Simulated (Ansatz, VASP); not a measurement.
**Ti: VASP beside Ansatz**

```
Ti
1.0
     2.86578    0.00000    0.00000
    -1.43289    2.48184    0.00000
     0.00000    0.00000    4.52958
Ti
2
Direct
  0.33333 0.66667 0.25000
  0.66667 0.33333 0.75000
```

Change from the starting cell: volume scaled by 1, PAW files.

Alike in both runs: task single point; functional LDA; k mesh 15 × 15 × 8; occupations fermi-dirac, width 0.05 eV; no spin polarisation.

|  | VASP | Ansatz |
| --- | --- | --- |
| version | VASP 6.6.1 | Ansatz 0.2.0 |
| potentials or method | VASP PAW LDA potentials, release 64 (Ti_sv) | PAW with Ansatz's default frozen-core files, scalar-relativistic |
| plane-wave cutoff (eV) | 520 | 420 |
| valence electrons in the cell | 24 | 24 |

Ansatz gave:

```
pressure (GPa) : 0.0
```

Which values does VASP return?

Pressure (GPa): -0.1.

LDA's correlation is that of Perdew and Zunger in VASP and of Perdew and Wang (1992) in Ansatz.
